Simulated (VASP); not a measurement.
# Zn3Cd2S5 (I-4m2) in VASP: further runs

Zn3Cd2S5 is run at these levels: PBE; tasks: single point.

Everything below comes from runs of VASP 6.6.1. Logs are shortened: lines on timing, memory, paths and dates and some standing lists are left out, and cuts for length are marked.

### 1 The cell of the first run

It takes space group I-4m2 (No. 119, tetragonal). Conventional cell: a = 3.902 Å, b = 3.902 Å, c = 27.590 Å, α = 90.00°, β = 90.00°, γ = 90.00°. Within 3.2 Å of Zn (site symmetry 2mm) lie 4 S at 2.39 Å. Within 3.2 Å of Zn (site symmetry -4m2) lie 4 S at 2.39 Å. Cd (site symmetry 2mm) has 4 S at 2.39 Å within 3.2 Å. S (site symmetry 2mm) has 2 Zn at 2.39 Å and 2 Cd at 2.39 Å within 3.2 Å. Within 3.2 Å of S (site symmetry 2mm) lie 2 Zn at 2.39 Å and 2 Cd at 2.39 Å. S (site symmetry -4m2) has 4 Zn at 2.39 Å within 3.2 Å.

### 2 Single point, PBE

Input file INCAR:

```
SYSTEM = Zn3Cd2S5
PREC = Accurate ; ENCUT = 520
EDIFF = 1E-6 ; ISMEAR = 0
SIGMA = 0.1 ; LREAL = .FALSE.
LASPH = .TRUE. ; NELM = 100
ALGO = Normal ; ISIF = 2
LWAVE = .FALSE. ; LCHARG = .TRUE.
GGA = PE ; LELF = .TRUE.
LVHAR = .TRUE. ; NBANDS = 56
```

Input file KPOINTS:

```
regular mesh
0
G
  6 6 6
  0 0 0
```

Input file POSCAR:

```
Zn3Cd2S5
1.0
   -1.9508997000      1.9508997000     13.7949440500
    1.9508997000     -1.9508997000     13.7949440500
    1.9508997000      1.9508997000    -13.7949440500
Zn Cd S
3 2 5
Direct
    0.4500000000      0.9500000000      0.5000000000
    0.0500000000      0.5500000000      0.5000000000
    0.2500000000      0.7500000000      0.5000000000
    0.6500000000      0.1500000000      0.5000000000
    0.8500000000      0.3500000000      0.5000000000
    0.8000000000      0.8000000000      0.0000000000
    0.4000000000      0.4000000000      0.0000000000
    0.0000000000      0.0000000000      0.0000000000
    0.6000000000      0.6000000000      0.0000000000
    0.2000000000      0.2000000000      0.0000000000
```

Potentials or basis: VASP PAW PBE potentials, release 64 (Zn, Cd, S).

Run with:

```
$ cat potpaw_PBE.64/Zn/POTCAR potpaw_PBE.64/Cd/POTCAR potpaw_PBE.64/S/POTCAR > POTCAR
$ mpirun -np 1 vasp_std > vasp.out
```

OUTCAR:

```text
SYSTEM = Zn3Cd2S5
   PREC = Accurate
   ENCUT = 520
   EDIFF = 1E-6
   ISMEAR = 0
   LREAL = .FALSE.
   LASPH = .TRUE.
   NELM = 100
   ISIF = 2
   GGA = PE

 ion  position               nearest neighbor table
   1  0.450  0.950  0.500-   8 2.39   8 2.39   7 2.39   7 2.39
   2  0.050  0.550  0.500-   8 2.39   8 2.39   9 2.39   9 2.39
   3  0.250  0.750  0.500-  10 2.39   6 2.39   6 2.39  10 2.39
   4  0.650  0.150  0.500-   9 2.39   9 2.39  10 2.39  10 2.39
   5  0.850  0.350  0.500-   7 2.39   7 2.39   6 2.39   6 2.39
   6  0.800  0.800  0.000-   3 2.39   3 2.39   5 2.39   5 2.39
   7  0.400  0.400  0.000-   5 2.39   5 2.39   1 2.39   1 2.39
   8  0.000  0.000  0.000-   1 2.39   2 2.39   2 2.39   1 2.39
   9  0.600  0.600  0.000-   4 2.39   4 2.39   2 2.39   2 2.39
  10  0.200  0.200  0.000-   3 2.39   3 2.39   4 2.39   4 2.39

  LATTYP: Found a body centered tetragonal cell.
 ALAT       =     3.9017994000
 C/A-ratio  =     7.0710678002

  Lattice vectors:

 A1 = (  -1.9508997000,   1.9508997000,  13.7949440500)
 A2 = (   1.9508997000,  -1.9508997000,  13.7949440500)
 A3 = (   1.9508997000,   1.9508997000, -13.7949440500)

Analysis of symmetry for initial positions (statically):
=====================================================================
 Subroutine PRICEL returns:
 Original cell was already a primitive cell.

 Routine SETGRP: Setting up the symmetry group for a
 body centered tetragonal supercell.

 Subroutine GETGRP returns: Found  8 space group operations
 (whereof  8 operations were pure point group operations)
 out of a pool of 16 trial point group operations.

The static configuration has the point symmetry D_2d.

Analysis of symmetry for dynamics (positions and initial velocities):
=====================================================================
 Subroutine PRICEL returns:
 Original cell was already a primitive cell.

 Routine SETGRP: Setting up the symmetry group for a
 body centered tetragonal supercell.

 Subroutine GETGRP returns: Found  8 space group operations
 (whereof  8 operations were pure point group operations)
 out of a pool of 16 trial point group operations.

The dynamic configuration has the point symmetry D_2d.

 Subroutine INISYM returns: Found  8 space group operations
 (whereof  8 operations are pure point group operations),
 and found     1 'primitive' translations

----------------------------------------------------------------------------------------

                                     Primitive cell

  volume of cell :     210.0148

  direct lattice vectors                    reciprocal lattice vectors
    -1.950899700  1.950899700 13.794944050     0.000000000  0.256292007  0.036245163
     1.950899700 -1.950899700 13.794944050     0.256292007  0.000000000  0.036245163
     1.950899700  1.950899700-13.794944050     0.256292007  0.256292007  0.000000000

  length of vectors
    14.068137781 14.068137781 14.068137781     0.258842239  0.258842239  0.362451633

  position of ions in fractional coordinates (direct lattice)
     0.450000000  0.950000000  0.500000000
     0.050000000  0.550000000  0.500000000
     0.250000000  0.750000000  0.500000000
     0.650000000  0.150000000  0.500000000
     0.850000000  0.350000000  0.500000000
     0.800000000  0.800000000  0.000000000
     0.400000000  0.400000000  0.000000000
     0.000000000  0.000000000  0.000000000
     0.600000000  0.600000000  0.000000000
     0.200000000  0.200000000  0.000000000

  ion indices of the primitive-cell ions
   primitive index   ion index
                 1           1
                 2           2
                 3           3
                 4           4
                 5           5
                 6           6
                 7           7
                 8           8
                 9           9
                10          10

----------------------------------------------------------------------------------------

 KPOINTS: regular mesh

Automatic generation of k-mesh.
 Grid dimensions read from file:
 generate k-points for:    6    6    6

 Generating k-lattice:

  Cartesian coordinates                     Fractional coordinates (reciprocal lattice)
     0.000000000  0.042715335  0.006040861     0.166666667  0.000000000  0.000000000
     0.042715335  0.000000000  0.006040861     0.000000000  0.166666667  0.000000000
     0.042715335  0.042715335  0.000000000     0.000000000  0.000000000  0.166666667

  Length of vectors
     0.043140373  0.043140373  0.060408605

  Shift w.r.t. Gamma in fractional coordinates (k-lattice)
     0.000000000  0.000000000  0.000000000

 Subroutine IBZKPT returns following result:
 ===========================================

 Found     30 irreducible k-points:

 Following reciprocal coordinates:
            Coordinates               Weight
  0.000000  0.000000  0.000000      1.000000
  0.166667 -0.000000  0.000000      8.000000
  0.333333 -0.000000  0.000000      8.000000
  0.500000 -0.000000  0.000000      4.000000
  0.166667  0.166667  0.000000      8.000000
  0.333333  0.166667  0.000000     16.000000
[... 16 lines left out ...]
 -0.333333 -0.333333  0.166667      8.000000
 -0.166667 -0.333333  0.166667      8.000000
 [... further k-points ...]
   k-points           NKPTS =     30   k-points in BZ     NKDIM =     30   number of bands    NBANDS=     56
   number of dos      NEDOS =    301   number of ions     NIONS =     10
   total plane-waves  NPLWV = ******
   dimension x,y,z NGX =   108 NGY =  108 NGZ =  108
   dimension x,y,z NGXF=   216 NGYF=  216 NGZF=  216
   ions per type =               3   2   5
   NGX,Y,Z   is equivalent  to a cutoff of  12.76, 12.76, 12.76 a.u.
   NGXF,Y,Z  is equivalent  to a cutoff of  25.53, 25.53, 25.53 a.u.
 SYSTEM =  Zn3Cd2S5
   PREC   = accura    normal or accurate (medium, high low for compatibility)
   ISTART =      0    job   : 0-new  1-cont  2-samecut
   ICHARG =      2    charge: 1-file 2-atom 10-const
   ISPIN  =      1    spin polarized calculation?
   LNONCOLLINEAR =      F non collinear calculations
   LSORBIT =      F    spin-orbit coupling
   LASPH  =      T    aspherical Exc in radial PAW
   ENCUT  =  520.0 eV  38.22 Ry    6.18 a.u.  26.16 26.16 26.16*2*pi/ulx,y,z
   NELM   =    100;   NELMIN=  2; NELMDL= -5     # of ELM steps
   EDIFF  = 0.1E-05   stopping-criterion for ELM
   LREAL  =      F    real-space projection
   EDIFFG = 0.1E-04   stopping-criterion for IOM
   NSW    =      0    number of steps for IOM
   IBRION =     -1    ionic relax: 0-MD 1-quasi-New 2-CG
   NFREE  =      0    steps in history (QN), initial steepest desc. (CG)
   ISIF   =      2    stress and relaxation
   ISYM   =      2    0-nonsym 1-usesym 2-fastsym
   POTIM  = 0.5000    time-step for ionic-motion
   TEBEG  =    0.0;   TEEND  =   0.0 temperature during run
   PSTRESS=    0.0 pullay stress
   NELECT =      90.0000    total number of electrons
   NUPDOWN=      -1.0000    fix difference up-down
   EMIN   =  10.00;   EMAX   =-10.00  energy-range for DOS
   EFERMI =   0.00;   METHOD = LEGACY
   ISMEAR =     0;   SIGMA  =   0.10  broadening in eV -4-tet -1-fermi 0-gaus
   EFERMI_NEDOS =   21; number of points for ismear=-14 and -15
   IALGO  =     38    algorithm
   IMIX   =      4    mixing-type and parameters
     AMIX     =   0.40;   BMIX     =  1.00
     AMIX_MAG =   1.60;   BMIX_MAG =  1.00
  volume/ion in A,a.u.               =      21.00       141.72
  Fermi-wavevector in a.u.,A,eV,Ry     =   1.234257  2.332408 20.726996  1.523391
  Thomas-Fermi vector in A             =   2.368955
   LORBIT       =      0    0 simple, 1 ext, 2 COOP (PROOUT), +10 PAW based schemes
   GGA     = PE    functional components
   LHFCALC =     F    Hartree Fock is set to
   AEXX    =    0.0000 exact exchange contribution
   IVDW    =     0    specifies the selected vdW correction
   LEPSILON=     F    determine dielectric tensor
   LRPA    =     F    only Hartree local field effects (RPA)
 non-spin polarized calculation
 Gauss-broadening in eV      SIGMA  =   0.10
  energy-cutoff  :      520.00
  volume of cell :      210.01
 maximum number of plane-waves:      5684
 NGX is ok and might be reduce to   108
   NGX = 53   NGY = 53   NGZ = 53

 number of electron      90.0000002 magnetization

 Free energy of the ion-electron system (eV)
  ---------------------------------------------------
  ext. energy  EPLUGINS =         0.00000000
  ---------------------------------------------------
  free energy    TOTEN  =       -31.81831932 eV

  energy without entropy =      -31.81831932  energy(sigma->0) =      -31.81831932

 E-fermi :   2.5760     XC(G=0):  -9.5867

 val. band max:        2.1148075390   @ k =   0.0000   0.0000   0.0000
 cond. band min:       3.7956404007   @ k =   0.0000   0.0000   0.0000
 fundamental gap:      1.6808328616
 Fermi energy:         2.5760257054

 k-point     1 :       0.0000    0.0000    0.0000
  band No.  band energies     occupation
      1     -10.9766      2.00000
      2     -10.6861      2.00000
      3     -10.6479      2.00000
      4     -10.1930      2.00000
      5     -10.0058      2.00000
      6      -5.9062      2.00000
[... 48 lines left out ...]
     55       8.4979      0.00000
     56       8.5023      0.00000

 k-point     2 :       0.1667   -0.0000    0.0000
  band No.  band energies     occupation
      1     -10.8628      2.00000
      2     -10.6301      2.00000
      3     -10.5458      2.00000
      4     -10.1872      2.00000
      5      -9.9851      2.00000
      6      -5.9092      2.00000
[... 48 lines left out ...]
     55       8.2432      0.00000
     56       8.7001      0.00000

 k-point     3 :       0.3333   -0.0000    0.0000
  band No.  band energies     occupation
      1     -10.5877      2.00000
      2     -10.4649      2.00000
      3     -10.3660      2.00000
      4     -10.2009      2.00000
      5      -9.9713      2.00000
      6      -5.8827      2.00000
[... 1172 lines left out ...]
 k-point    23 :      -0.3333   -0.3333    0.1667
  band No.  band energies     occupation
      1     -10.7355      2.00000
      2     -10.6295      2.00000
      3     -10.3877      2.00000
      4     -10.2110      2.00000
      5      -9.9507      2.00000
      6      -5.9137      2.00000
[... 48 lines left out ...]
     55       8.1428      0.00000
     56       8.8671      0.00000

 k-point    24 :      -0.1667   -0.3333    0.1667
  band No.  band energies     occupation
      1     -10.8483      2.00000
      2     -10.6941      2.00000
      3     -10.4736      2.00000
      4     -10.2194      2.00000
      5      -9.9755      2.00000
      6      -5.9093      2.00000
[... 48 lines left out ...]
     55       8.3144      0.00000
     56       8.7551      0.00000

 [... further k-points ...]

------------------------ aborting loop because EDIFF is reached ----------------------------------------

  FORCE on cell =-STRESS in cart. coord.  units (eV):
  Direction    XX          YY          ZZ          XY          YZ          ZX
  --------------------------------------------------------------------------------------
  -------------------------------------------------------------------------------------
  Total        8.1898799      8.1898799      8.0816870      0.0000000      0.0000000      0.0000000
  in kB       62.4796078     62.4796078     61.6542174      0.0000000      0.0000000      0.0000000
  external PRESSURE =      62.2044777 kB  Pullay stress =       0.0000000 kB

 VOLUME and BASIS-vectors are now :
 -----------------------------------------------------------------------------
  energy-cutoff  :      520.00
  volume of cell :      210.01
      direct lattice vectors                 reciprocal lattice vectors
    -1.950899700  1.950899700 13.794944050     0.000000000  0.256292007  0.036245163
     1.950899700 -1.950899700 13.794944050     0.256292007  0.000000000  0.036245163
     1.950899700  1.950899700-13.794944050     0.256292007  0.256292007  0.000000000

 POSITION                                       TOTAL-FORCE (eV/Angst)
 -----------------------------------------------------------------------------------
      1.95090      0.00000     12.41545        -0.000000     -0.000000      0.074009
      1.95090     -0.00000      1.37949        -0.000000     -0.000000     -0.074009
      1.95090      0.00000      6.89747        -0.000000     -0.000000     -0.000000
      0.00000      1.95090      4.13848        -0.000000     -0.000000      0.001644
     -0.00000      1.95090      9.65646        -0.000000     -0.000000     -0.001644
      0.00000      0.00000     22.07191         0.000000     -0.000000     -1.888887
      0.00000      0.00000     11.03596        -0.000000      0.000000      1.893313
      0.00000      0.00000      0.00000        -0.000000     -0.000000     -0.000000
      0.00000      0.00000     16.55393        -0.000000      0.000000     -1.893313
      0.00000      0.00000      5.51798         0.000000     -0.000000      1.888887
 -----------------------------------------------------------------------------------
    total drift:                               -0.000001      0.000001      0.000000

  FREE ENERGIE OF THE ION-ELECTRON SYSTEM (eV)
  ---------------------------------------------------
  free  energy   TOTEN  =       -31.8183193152 eV

  energy  without entropy=      -31.8183193152  energy(sigma->0) =      -31.81831932
```

Run time: 57 min. Hardware: 1 thread of Intel Xeon Platinum 8559C (Emerald Rapids), shared host; peak memory 2.1 GiB.

Results:

* Free energy: -31.8183 eV
* Pressure: 6.2 GPa
* Largest force: 1.893 eV/Å
* Band gap on the k mesh: 1.68 eV

Forces in eV/Å, atoms in the order of the input:
```
Zn   0.000  0.000  0.074
Zn   0.000  0.000 -0.074
Zn   0.000  0.000  0.000
Cd   0.000  0.000  0.002
Cd   0.000  0.000 -0.002
S    0.000  0.000 -1.889
S    0.000  0.000  1.893
S    0.000  0.000  0.000
S    0.000  0.000 -1.893
S    0.000  0.000  1.889
```

Stress tensor (GPa, compression positive):
```
6.25 0.00 0.00
0.00 6.25 0.00
0.00 0.00 6.17
```

Levels at points of the mesh, in eV from the valence-band top:
```csv
k point,band 42,band 43,band 44,band 45,band 46,band 47,band 48,band 49
"(0.00, 0.00, 0.00)",-0.75,-0.02,0.00,0.00,1.68,3.54,3.56,3.67
"(0.50, 0.00, 0.00)",-0.99,-0.88,-0.77,-0.74,3.04,3.54,3.81,4.36
"(0.50, 0.50, 0.00)",-2.41,-2.37,-2.23,-2.20,3.39,3.91,3.95,4.05
"(0.50, 0.50, 0.50)",-0.31,-0.31,-0.21,-0.21,2.52,2.53,3.39,3.96
```

Caveat: the cell stands under pressure; forces of over 1 eV/Å act on the atoms, so gaps and moduli don't describe the material at rest.

### 3 Single point, PBE

This run uses another cell than the first one, of 22.35 Å³/atom.

Input file INCAR:

```
  ALGO = Normal
  EDIFF = 1E-6
  ENCUT = 520
  GGA = PE
  ISIF = 2
  ISMEAR = 0
  LASPH = True
  LCHARG = True
  LELF = True
  LREAL = False
  LVHAR = True
  LWAVE = False
  NBANDS = 56
  NELM = 60
  PREC = Accurate
  SIGMA = 0.1
```

Input file KPOINTS:

```
k-points
0
Gamma
  6 6 6
```

Input file POSCAR:

```
Zn3Cd2S5
1.0
   -1.9853923767      1.9853923767     14.1761199691
    1.9853923767     -1.9853923767     14.1761199691
    1.9853923767      1.9853923767    -14.1761199691
Zn Cd S
3 2 5
Direct
    0.4539569320      0.9539569320      0.5000000000
    0.0460430680      0.5460430680      0.5000000000
    0.2500000000      0.7500000000      0.5000000000
    0.6480527182      0.1480527182      0.5000000000
    0.8519472818      0.3519472818      0.5000000000
    0.7959718803      0.7959718803      0.0000000000
    0.4079268843      0.4079268843      0.0000000000
    0.0000000000      0.0000000000      0.0000000000
    0.5920731157      0.5920731157      0.0000000000
    0.2040281197      0.2040281197      0.0000000000
```

Potentials or basis: VASP PAW PBE potentials, release 64 (Zn, Cd, S).

Run with:

```
$ cat potpaw_PBE.64/Zn/POTCAR potpaw_PBE.64/Cd/POTCAR potpaw_PBE.64/S/POTCAR > POTCAR
$ mpirun -np 1 vasp_std > vasp.out
```

Run time: 59 min. Hardware: 1 thread of Intel Xeon Platinum 8559C (Emerald Rapids), shared host; peak memory 2.1 GiB.

The run converged. Its results:

```yaml
Free_energy: -32.6882 eV
Pressure: 0.3 GPa
Largest_force: 0.061 eV/Å
Band_gap_on_the_k_mesh: 1.48 eV
```

Forces on the atoms (eV/Å):
```
Zn   0.000  0.000 -0.034
Zn   0.000  0.000  0.034
Zn   0.000  0.000  0.000
Cd   0.000  0.000 -0.001
Cd   0.000  0.000  0.001
S    0.000  0.000 -0.055
S    0.000  0.000  0.061
S    0.000  0.000  0.000
S    0.000  0.000 -0.061
S    0.000  0.000  0.055
```

Stress tensor (GPa, compression positive):
```
0.20 0.00 0.00
0.00 0.20 0.00
0.00 0.00 0.40
```

Levels at points of the mesh, in eV from the valence-band top:
```tsv
k point	band 43	band 44	band 45	band 46	band 47	band 48
(0.00, 0.00, 0.00)	-0.11	0.00	0.00	1.48	3.45	3.47
(0.50, 0.00, 0.00)	-0.79	-0.56	-0.53	3.02	3.47	3.49
(0.50, 0.50, 0.00)	-2.10	-1.96	-1.94	3.49	3.98	4.01
(0.50, 0.50, 0.50)	-0.26	-0.19	-0.19	2.25	2.36	3.58
```

A k mesh can miss the band edges.
